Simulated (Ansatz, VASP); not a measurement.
ZrH in VASP and in Ansatz

Contents of INCAR:

```
SYSTEM = ZrH
PREC = Accurate ; ENCUT = 520
EDIFF = 1E-6 ; ISMEAR = 0
SIGMA = 0.15 ; LREAL = .FALSE.
LASPH = .TRUE. ; NELM = 80
ALGO = Normal ; ISIF = 2
LWAVE = .FALSE. ; LCHARG = .FALSE.
GGA = CA ; NBANDS = 21
```

The input KPOINTS:

```
regular mesh
0
G
  16 16 12
  0 0 0
```

Contents of POSCAR:

```
ZrH
1.0
    3.1413873521      0.0000000000      0.0000000000
    0.0000000000      3.1413873521      0.0000000000
    0.0000000000      0.0000000000      5.2725998675
Zr H
2 2
Direct
    0.0000000000      0.5000000000      0.0000000000
    0.5000000000      0.0000000000      0.5000000000
    0.0000000000      0.0000000000      0.7500000000
    0.0000000000      0.0000000000      0.2500000000
```

Input for Ansatz:

```yaml
crystal:
  lattice:
    - [3.1413873521, 0.0, 0.0]
    - [0.0, 3.1413873521, 0.0]
    - [0.0, 0.0, 5.2725998675]
  atoms:
    - { symbol: Zr, position: [0.0, 0.5, 0.0] }
    - { symbol: Zr, position: [0.5, 0.0, 0.5] }
    - { symbol: H, position: [0.0, 0.0, 0.75] }
    - { symbol: H, position: [0.0, 0.0, 0.25] }
basis:
  ecutwfc: 420
kpoints:
  mp_grid: { grid: [16, 16, 12] }
hamiltonian:
  xc: lda
scf:
  occupations: { method: gaussian, width: 0.15 }
output:
  forces: true
  stress: true
  eigenvalues: true
```

Alike in both runs: task single point; functional LDA; k mesh 16 × 16 × 12; occupations gaussian, width 0.15 eV; no spin polarisation.

```csv
,VASP,Ansatz
version,VASP 6.6.1,Ansatz 0.2.0
potentials or method,"VASP PAW LDA potentials, release 64 (Zr_sv, H), cutoff 520 eV","scalar-relativistic, plane waves, PAW"
valence electrons in the cell,26,26
```

|  | VASP | Ansatz | Ansatz less VASP |
| --- | --- | --- | --- |
| gap on the k mesh at the Fermi level (eV) | none | none | - |
| pressure (GPa) | -5.8 | -5.9 | -0.13 |
| traceless stress, the component that is largest in VASP (GPa) | -4.01 | -4.07 | -0.057 |

LDA's correlation is that of Perdew and Zunger in VASP and of Perdew and Wang (1992) in Ansatz. A gap of «none» marks a metal or a gap that the smearing closes.
